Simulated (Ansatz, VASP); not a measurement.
## Two plane-wave programs on C

```xyz
16
Lattice="-2.5180 0.0000 0.0000 -1.2590 -2.1807 0.0000 -0.2518 0.0000 16.6092" Properties=species:S:1:pos:R:3 pbc="T T T"
C     0.0000    0.0000   11.1528
C     0.0000    0.0000    2.8482
C    -1.2590   -2.1807   15.3051
C    -1.2590   -2.1807    7.0005
C     0.0000    0.0000   13.7610
C     0.0000    0.0000    5.4564
C    -1.2590   -2.1807    1.3041
C    -1.2590   -2.1807    9.6087
C    -1.2590   -0.7269   11.6723
C    -1.2590   -0.7269    3.3677
C    -2.5180   -1.4538   15.8246
C    -2.5180   -1.4538    7.5200
C    -1.2590   -0.7269   13.2414
C    -1.2590   -0.7269    4.9368
C    -2.5180   -1.4538    0.7845
C    -2.5180   -1.4538    9.0891
```

Alike in both runs: task single point; functional PBE; k mesh 10 × 10 × 2; occupations gaussian, width 0.05 eV; no spin polarisation.

|  | VASP | Ansatz |
| --- | --- | --- |
| version | VASP 6.6.1 | Ansatz 0.2.0 |
| potentials or method | VASP PAW PBE potentials, release 64 (C), cutoff 520 eV | scalar-relativistic, plane waves, PAW |
| valence electrons in the cell | 64 | 64 |

|  | VASP | Ansatz | Ansatz less VASP |
| --- | --- | --- | --- |
| gap on the k mesh at the Fermi level (eV) | 4.45 | 4.46 | +0.008 |
| least direct gap on the mesh (eV) | 5.22 | 5.22 | +0.006 |
| pressure (GPa) | 0.6 | 0.0 | -0.65 |
| traceless stress, the component that is largest in VASP (GPa) | 6.70 | 6.67 | -0.031 |
| rms of the force components (eV/Å) | 0.347 | 0.348 | +0.0006 |

Atom by atom the forces differ by 0.003 eV/Å (rms over components). The functional is the same, so the differences come from potentials, cutoffs and numerics.
